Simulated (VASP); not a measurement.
Write the native input for VASP 6.6.1 that does the following.

| Quantity | Value |
| --- | --- |
| Task | electric field gradients |
| Functional | PBE |
| Potentials or basis | VASP PAW PBE potentials, release 64 (Se) |
| Cutoff | 520 eV |
| k mesh | 8 × 8 × 6 |
| Occupations | fermi-dirac, width 0.03 eV |
| Spin | no spin polarisation |
| Dipole correction | no |
| Further INCAR settings | ALGO = Normal; EDIFF = 1e-08; NBANDS = 16 |

The structure of Se lies in POSCAR:

```
Se
1.0
    4.4124811141      0.0000000000      0.0000000000
   -2.2062405570      3.8213207385      0.0000000000
    0.0000000000      0.0000000000      5.0145818112
Se
3
Direct
    0.2170000000      0.0000000000      0.1666666667
    0.0000000000      0.2170000000      0.8333333333
    0.7830000000      0.7830000000      0.5000000000
```

The input as run:

INCAR

```
  PREC = Accurate
  ENCUT = 520
  EDIFF = 1E-8
  ISMEAR = -1
  SIGMA = 0.03
  LREAL = F
  LASPH = T
  NELM = 100
  ALGO = Normal
  ISIF = 2
  LWAVE = F
  LCHARG = F
  GGA = PE
  LEFG = T
  NBANDS = 16
```

KPOINTS

```
Automatic mesh
0
Gamma
  8 8 6
```

Potentials or basis: VASP PAW PBE potentials, release 64 (Se).

Command:

```bash
$ cat potpaw_PBE.64/Se/POTCAR > POTCAR
$ mpirun -np 1 vasp_std > vasp.out
```

Results of the run:

* Pressure: 3.1 GPa
* Largest force: 0.717 eV/Å
* Band gap on the k mesh: 1.06 eV (least direct gap 1.13 eV)
* Largest electric field gradient by atom: Se -504.3 V/Å²

Caveat: the cell stands under pressure; without QUAD_EFG the Cq values of the log hold for a quadrupole moment of 1 mb, not for the nuclei.

Run time: 49 s on 1 thread of Intel Xeon 6975P-C, on a shared host, peak memory 0.24 GiB.
